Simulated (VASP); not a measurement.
# Ta (Im-3m) in VASP: further runs

Ta is run at these levels: r2SCAN; tasks: single point.

Program: VASP 6.6.1. These are calculated values, not measurements. Logs are shortened: lines on timing, memory, paths and dates and some standing lists are left out, and cuts for length are marked.

## (1) The cell of the first run

Symmetry: Im-3m, No. 229, cubic system. Conventional cell: a = 3.307 Å, b = 3.307 Å, c = 3.307 Å, α = 90.00°, β = 90.00°, γ = 90.00°. Ta (site symmetry m-3m) has 14 Ta at 2.86 to 3.31 Å within 3.8 Å.

## (2) Single point, r2SCAN

Input file POSCAR:

```
Ta
1.0
   -1.6533592789      1.6533592789      1.6533592789
    1.6533592789     -1.6533592789      1.6533592789
    1.6533592789      1.6533592789     -1.6533592789
Ta
1
Direct
    0.0000000000      0.0000000000      0.0000000000
```

Input file INCAR.step1:

```
  PREC = Accurate
  ENCUT = 520
  ISMEAR = 0
  SIGMA = 0.2
  LREAL = F
  LASPH = T
  NELM = 60
  NBANDS = 12
  GGA = PE
  ALGO = Normal
  EDIFF = 1E-4
  LWAVE = T
  LCHARG = F
```

Input file INCAR.step2:

```
  PREC = Accurate
  ENCUT = 520
  EDIFF = 1E-6
  ISMEAR = 0
  SIGMA = 0.2
  LREAL = F
  LASPH = T
  NELM = 60
  ALGO = Normal
  ISIF = 2
  LWAVE = F
  LCHARG = F
  METAGGA = R2SCAN
  LMIXTAU = T
  NBANDS = 12
  ISTART = 1
```

Input file KPOINTS:

```
regular mesh
0
Gamma
  13 13 13
```

Potentials or basis: VASP PAW PBE potentials, release 64 (Ta_pv).

Launch:

```
$ cat potpaw_PBE.64/Ta_pv/POTCAR > POTCAR
$ cp INCAR.step1 INCAR
$ mpirun -np 1 vasp_std > vasp.out
$ cp INCAR.step2 INCAR
$ mpirun -np 1 vasp_std > vasp.out
```

OUTCAR:

```text
PREC = Accurate
   ENCUT = 520
   EDIFF = 1E-6
   ISMEAR = 0
   LREAL = F
   LASPH = T
   NELM = 60
   ISIF = 2
   METAGGA = R2SCAN
   ISTART = 1

 ion  position               nearest neighbor table
   1  0.000  0.000  0.000-

  LATTYP: Found a body centered cubic cell.
 ALAT       =     3.3067185578

  Lattice vectors:

 A1 = (  -1.6533592789,   1.6533592789,   1.6533592789)
 A2 = (   1.6533592789,  -1.6533592789,   1.6533592789)
 A3 = (   1.6533592789,   1.6533592789,  -1.6533592789)

Analysis of symmetry for initial positions (statically):
=====================================================================
 Subroutine PRICEL returns:
 Original cell was already a primitive cell.

 Routine SETGRP: Setting up the symmetry group for a
 body centered cubic supercell.

 Subroutine GETGRP returns: Found 48 space group operations
 (whereof 48 operations were pure point group operations)
 out of a pool of 48 trial point group operations.

The static configuration has the point symmetry O_h .

Analysis of symmetry for dynamics (positions and initial velocities):
=====================================================================
 Subroutine PRICEL returns:
 Original cell was already a primitive cell.

 Routine SETGRP: Setting up the symmetry group for a
 body centered cubic supercell.

 Subroutine GETGRP returns: Found 48 space group operations
 (whereof 48 operations were pure point group operations)
 out of a pool of 48 trial point group operations.

The dynamic configuration has the point symmetry O_h .

 Subroutine INISYM returns: Found 48 space group operations
 (whereof 48 operations are pure point group operations),
 and found     1 'primitive' translations

----------------------------------------------------------------------------------------

                                     Primitive cell

  volume of cell :      18.0785

  direct lattice vectors                    reciprocal lattice vectors
    -1.653359279  1.653359279  1.653359279     0.000000000  0.302414609  0.302414609
     1.653359279 -1.653359279  1.653359279     0.302414609  0.000000000  0.302414609
     1.653359279  1.653359279 -1.653359279     0.302414609  0.302414609  0.000000000

  length of vectors
     2.863702274  2.863702274  2.863702274     0.427678842  0.427678842  0.427678842

  position of ions in fractional coordinates (direct lattice)
     0.000000000  0.000000000  0.000000000

  ion indices of the primitive-cell ions
   primitive index   ion index
                 1           1

----------------------------------------------------------------------------------------

 KPOINTS: regular mesh

Automatic generation of k-mesh.
 Grid dimensions read from file:
 generate k-points for:   13   13   13

 Generating k-lattice:

  Cartesian coordinates                     Fractional coordinates (reciprocal lattice)
     0.000000000  0.023262662  0.023262662     0.076923077  0.000000000  0.000000000
     0.023262662  0.000000000  0.023262662     0.000000000  0.076923077  0.000000000
     0.023262662  0.023262662  0.000000000     0.000000000  0.000000000  0.076923077

  Length of vectors
     0.032898372  0.032898372  0.032898372

  Shift w.r.t. Gamma in fractional coordinates (k-lattice)
     0.000000000  0.000000000  0.000000000

 Subroutine IBZKPT returns following result:
 ===========================================

 Found     84 irreducible k-points:

 Following reciprocal coordinates:
            Coordinates               Weight
  0.000000  0.000000  0.000000      1.000000
  0.076923  0.000000  0.000000     12.000000
  0.153846  0.000000  0.000000     12.000000
  0.230769  0.000000  0.000000     12.000000
  0.307692  0.000000  0.000000     12.000000
  0.384615  0.000000  0.000000     12.000000
[... 16 lines left out ...]
  0.153846  0.076923  0.076923     24.000000
  0.230769  0.076923  0.076923     24.000000
 [... further k-points ...]
   k-points           NKPTS =     84   k-points in BZ     NKDIM =     84   number of bands    NBANDS=     12
   number of dos      NEDOS =    301   number of ions     NIONS =      1
   total plane-waves  NPLWV =  13824
   dimension x,y,z NGX =    24 NGY =   24 NGZ =   24
   dimension x,y,z NGXF=    48 NGYF=   48 NGZF=   48
   ions per type =               1
   NGX,Y,Z   is equivalent  to a cutoff of  13.93, 13.93, 13.93 a.u.
   NGXF,Y,Z  is equivalent  to a cutoff of  27.87, 27.87, 27.87 a.u.
 SYSTEM =  unknown system
   PREC   = accura    normal or accurate (medium, high low for compatibility)
   ISTART =      1    job   : 0-new  1-cont  2-samecut
   ICHARG =      0    charge: 1-file 2-atom 10-const
   ISPIN  =      1    spin polarized calculation?
   LNONCOLLINEAR =      F non collinear calculations
   LSORBIT =      F    spin-orbit coupling
   LASPH  =      T    aspherical Exc in radial PAW
   ENCUT  =  520.0 eV  38.22 Ry    6.18 a.u.   5.32  5.32  5.32*2*pi/ulx,y,z
   NELM   =     60;   NELMIN=  2; NELMDL=  0     # of ELM steps
   EDIFF  = 0.1E-05   stopping-criterion for ELM
   LREAL  =      F    real-space projection
[... 7 lines left out ...]
   TEBEG  =    0.0;   TEEND  =   0.0 temperature during run
   PSTRESS=    0.0 pullay stress
   NELECT =      11.0000    total number of electrons
   NUPDOWN=      -1.0000    fix difference up-down
   EMIN   =  10.00;   EMAX   =-10.00  energy-range for DOS
   EFERMI =   0.00;   METHOD = LEGACY
   ISMEAR =     0;   SIGMA  =   0.20  broadening in eV -4-tet -1-fermi 0-gaus
   EFERMI_NEDOS =   21; number of points for ismear=-14 and -15
   IALGO  =     38    algorithm
   IMIX   =      4    mixing-type and parameters
     AMIX     =   0.40;   BMIX     =  1.00
     AMIX_MAG =   1.60;   BMIX_MAG =  1.00
  volume/ion in A,a.u.               =      18.08       122.00
  Fermi-wavevector in a.u.,A,eV,Ry     =   1.387241  2.621505 26.183552  1.924437
  Thomas-Fermi vector in A             =   2.511480
   LORBIT       =      0    0 simple, 1 ext, 2 COOP (PROOUT), +10 PAW based schemes
   METAGGA = R2SCAN    functional components
   LHFCALC =     F    Hartree Fock is set to
   AEXX    =    0.0000 exact exchange contribution
   IVDW    =     0    specifies the selected vdW correction
   LEPSILON=     F    determine dielectric tensor
   LRPA    =     F    only Hartree local field effects (RPA)
 non-spin polarized calculation
 Gauss-broadening in eV      SIGMA  =   0.20
  energy-cutoff  :      520.00
  volume of cell :       18.08
 maximum number of plane-waves:       496
 NGX is ok and might be reduce to    24
   NGX = 11   NGY = 11   NGZ = 11

 number of electron      11.0000002 magnetization

 Free energy of the ion-electron system (eV)
  ---------------------------------------------------
  ext. energy  EPLUGINS =         0.00000000
  ---------------------------------------------------
  free energy    TOTEN  =       -48.59400163 eV

  energy without entropy =      -48.56883985  energy(sigma->0) =      -48.58142074

 E-fermi :   5.2864     XC(G=0): -13.7503

 val. band max:        5.2679802149   @ k =  -0.3846   0.4615   0.1538
 cond. band min:       5.3213846795   @ k =  -0.3846   0.3846   0.0769
 fundamental gap:      0.0534044646
 Fermi energy:         5.2863993771

 k-point     1 :       0.0000    0.0000    0.0000
  band No.  band energies     occupation
      1     -28.9440      2.00000
      2     -28.9440      2.00000
      3     -28.9440      2.00000
      4      -3.0203      2.00000
      5       6.1353      0.00000
      6       6.1353      0.00000
      7       6.1353      0.00000
      8       9.6129      0.00000
      9       9.6130      0.00000
     10      17.3841      0.00000
     11      21.0547      0.00000
     12      21.0547      0.00000

 k-point     2 :       0.0769    0.0000    0.0000
  band No.  band energies     occupation
      1     -29.0200      2.00000
      2     -28.9671      2.00000
      3     -28.9444      2.00000
      4      -2.7466      2.00000
      5       5.9558      0.00000
      6       6.0752      0.00000
      7       6.4019      0.00000
      8       9.3335      0.00000
      9       9.6121      0.00000
     10      17.3840      0.00000
     11      21.2939      0.00000
     12      21.5362      0.00000

 k-point     3 :       0.1538    0.0000    0.0000
  band No.  band energies     occupation
      1     -29.2264      2.00000
      2     -29.0307      2.00000
      3     -28.9456      2.00000
      4      -1.9800      2.00000
      5       5.4962      0.13791
      6       5.7984      0.00029
      7       7.1857      0.00000
      8       8.9261      0.00000
      9       9.6382      0.00000
     10      17.3839      0.00000
     11      21.7398      0.00000
     12      22.8934      0.00000

 k-point     4 :       0.2308    0.0000    0.0000
  band No.  band energies     occupation
      1     -29.5072      2.00000
      2     -29.1192      2.00000
      3     -28.9474      2.00000
      4      -0.9029      2.00000
      5       4.9222      1.98998
      6       5.3226      0.79815
      7       8.4348      0.00000
      8       8.9173      0.00000
      9       9.7479      0.00000
     10      17.3836      0.00000
     11      21.4504      0.00000
     12      23.1482      0.00000

 k-point     5 :       0.3077    0.0000    0.0000
  band No.  band energies     occupation
      1     -29.7933      2.00000
      2     -29.2116      2.00000
      3     -28.9493      2.00000
      4       0.1149      2.00000
      5       4.3836      2.00000
      6       5.1415      1.69452
      7       9.2179      0.00000
      8       9.9727      0.00000
      9      10.0449      0.00000
     10      17.3827      0.00000
     11      20.1389      0.00000
     12      21.1937      0.00000
[... 228 lines left out ...]
      1     -29.8775      2.00000
      2     -29.6903      2.00000
      3     -29.0959      2.00000
      4       2.6872      2.00000
      5       3.9295      2.00000
      6       4.4670      2.00000
      7       9.8079      0.00000
      8      10.3189      0.00000
      9      14.9320      0.00000
     10      16.6013      0.00000
     11      17.3885      0.00000
     12      18.7487      0.00000

 k-point    22 :       0.0769    0.0769    0.0769
  band No.  band energies     occupation
      1     -29.3652      2.00000
      2     -28.9971      2.00000
      3     -28.9971      2.00000
      4      -1.5022      2.00000
      5       5.2601      1.14777
      6       5.2601      1.14776
      7       8.0043      0.00000
      8       9.3179      0.00000
      9       9.3179      0.00000
     10      17.3838      0.00000
     11      22.0835      0.00000
     12      23.2357      0.00000

 k-point    23 :       0.1538    0.0769    0.0769
  band No.  band energies     occupation
      1     -29.5989      2.00000
      2     -29.0915      2.00000
      3     -29.0040      2.00000
      4      -0.4458      2.00000
      5       4.6818      1.99998
      6       4.7842      1.99962
      7       9.1884      0.00000
      8       9.4249      0.00000
      9       9.6987      0.00000
     10      17.3835      0.00000
     11      22.1296      0.00000
     12      22.9996      0.00000

 k-point    24 :       0.2308    0.0769    0.0769
  band No.  band energies     occupation
      1     -29.8202      2.00000
      2     -29.2102      2.00000
      3     -29.0113      2.00000
      4       0.6217      2.00000
      5       4.1943      2.00000
      6       4.5875      2.00000
      7       9.3856      0.00000
      8      10.0410      0.00000
      9      11.0867      0.00000
     10      17.3824      0.00000
     11      20.6887      0.00000
     12      20.8892      0.00000

 [... further k-points ...]

------------------------ aborting loop because EDIFF is reached ----------------------------------------

  FORCE on cell =-STRESS in cart. coord.  units (eV):
  Direction    XX          YY          ZZ          XY          YZ          ZX
  --------------------------------------------------------------------------------------
  -------------------------------------------------------------------------------------
  Total        0.0711800      0.0711800      0.0711800     -0.0000000     -0.0000000     -0.0000000
  in kB        6.3082240      6.3082240      6.3082240     -0.0000000     -0.0000000     -0.0000000
  external PRESSURE =       6.3082240 kB  Pullay stress =       0.0000000 kB

 VOLUME and BASIS-vectors are now :
 -----------------------------------------------------------------------------
  energy-cutoff  :      520.00
  volume of cell :       18.08
      direct lattice vectors                 reciprocal lattice vectors
    -1.653359279  1.653359279  1.653359279     0.000000000  0.302414609  0.302414609
     1.653359279 -1.653359279  1.653359279     0.302414609  0.000000000  0.302414609
     1.653359279  1.653359279 -1.653359279     0.302414609  0.302414609  0.000000000

 POSITION                                       TOTAL-FORCE (eV/Angst)
 -----------------------------------------------------------------------------------
      0.00000      0.00000      0.00000        -0.000000      0.000000     -0.000000
 -----------------------------------------------------------------------------------
    total drift:                                0.000000     -0.000000      0.000000

  FREE ENERGIE OF THE ION-ELECTRON SYSTEM (eV)
  ---------------------------------------------------
  free  energy   TOTEN  =       -48.5940016301 eV

  energy  without entropy=      -48.5688398454  energy(sigma->0) =      -48.58142074
```

It took 42 s on 1 thread of AMD EPYC 9R45 (Zen 5), shared host; peak memory 0.12 GiB.

Results:

```yaml
Free_energy: -48.5940 eV
Pressure: 0.6 GPa
Band_gap_on_the_k_mesh: zero (an odd number of electrons rules out a gap without spin polarisation)
```

Caveat: the PAW data sets were made with another functional, which shifts forces and pressure a little; spin-orbit coupling is left out, which moves the levels of the heavy elements.

## (3) Single point, r2SCAN

POSCAR is that of step 2.

Input file INCAR.step1:

```
SYSTEM = Ta
  PREC = Accurate
  ENCUT = 520
  ISMEAR = 0
  SIGMA = 0.3
  LREAL = .FALSE.
  LASPH = .TRUE.
  NELM = 100
  NBANDS = 12
  GGA = PE
  ALGO = Normal
  EDIFF = 1E-4
  LWAVE = .TRUE.
  LCHARG = .FALSE.
```

Input file INCAR.step2:

```
SYSTEM = Ta
  PREC = Accurate
  ENCUT = 520
  EDIFF = 1E-6
  ISMEAR = 0
  SIGMA = 0.3
  LREAL = .FALSE.
  LASPH = .TRUE.
  NELM = 100
  ALGO = Normal
  ISIF = 2
  LWAVE = .FALSE.
  LCHARG = .FALSE.
  METAGGA = R2SCAN
  LMIXTAU = .TRUE.
  NBANDS = 12
  ISTART = 1
```

Input file KPOINTS:

```
Automatic mesh
0
G
  13 13 13
  0 0 0
```

Potentials or basis: VASP PAW PBE potentials, release 64 (Ta_pv).

Launch:

```
$ cat potpaw_PBE.64/Ta_pv/POTCAR > POTCAR
$ cp INCAR.step1 INCAR
$ mpirun -np 1 vasp_std > vasp.out
$ cp INCAR.step2 INCAR
$ mpirun -np 1 vasp_std > vasp.out
```

Run time: 46 s. Hardware: 1 thread of AMD EPYC 9R45 (Zen 5), shared host; peak memory 0.13 GiB.

Results (log left out):

* Free energy: -48.6095 eV
* Pressure: 0.7 GPa
* Band gap on the k mesh: zero (an odd number of electrons rules out a gap without spin polarisation)

Levels at points of the mesh, in eV from the Fermi level:
| k point | band 1 | band 2 | band 3 | band 4 | band 5 | band 6 | band 7 | band 8 | band 9 | band 10 |
| --- | --- | --- | --- | --- | --- | --- | --- | --- | --- | --- |
| (0.00, 0.00, 0.00) | -34.24 | -34.24 | -34.24 | -8.32 | 0.83 | 0.83 | 0.83 | 4.31 | 4.31 | 12.09 |

Caveat: so wide a smearing shifts energies and pressures; the PAW data sets were made with another functional, which shifts forces and pressure a little; spin-orbit coupling is left out, which moves the levels of the heavy elements.

## (4) Single point, r2SCAN

POSCAR is that of step 3.

Input file INCAR.step1:

```
SYSTEM = Ta
ALGO = Normal
EDIFF = 1E-4
ENCUT = 520
GGA = PE
ISMEAR = 0
LASPH = .True.
LCHARG = .False.
LREAL = .False.
LWAVE = .True.
NBANDS = 12
NELM = 100
PREC = Accurate
SIGMA = 0.6
```

Input file INCAR.step2:

```
SYSTEM = Ta
ALGO = Normal
EDIFF = 1E-6
ENCUT = 520
ISIF = 2
ISMEAR = 0
ISTART = 1
LASPH = .True.
LCHARG = .False.
LMIXTAU = .True.
LREAL = .False.
LWAVE = .False.
METAGGA = R2SCAN
NBANDS = 12
NELM = 100
PREC = Accurate
SIGMA = 0.6
```

Input file KPOINTS:

```
k-points
0
Gamma
  13 13 13
  0 0 0
```

Launch:

```
$ cat potpaw_PBE.64/Ta_pv/POTCAR > POTCAR
$ cp INCAR.step1 INCAR
$ mpirun -np 1 vasp_std > vasp.out
$ cp INCAR.step2 INCAR
$ mpirun -np 1 vasp_std > vasp.out
```

It took 42 s on 1 thread of AMD EPYC 9R45 (Zen 5), shared host; peak memory 0.12 GiB.

Results (log left out):

| Item | Value |
| --- | --- |
| Free energy | -48.6899 eV |
| Pressure | 1.3 GPa |
| Band gap on the k mesh | zero (an odd number of electrons rules out a gap without spin polarisation) |

Levels at points of the mesh, in eV from the Fermi level:
| k point | band 4 | band 5 | band 6 | band 7 | band 8 | band 9 |
| --- | --- | --- | --- | --- | --- | --- |
| (0.00, 0.00, 0.00) | -8.39 | 0.77 | 0.77 | 0.77 | 4.25 | 4.25 |

Caveat: so wide a smearing shifts energies and pressures; the PAW data sets were made with another functional, which shifts forces and pressure a little; spin-orbit coupling is left out, which moves the levels of the heavy elements.

[end of part 1 of 2]
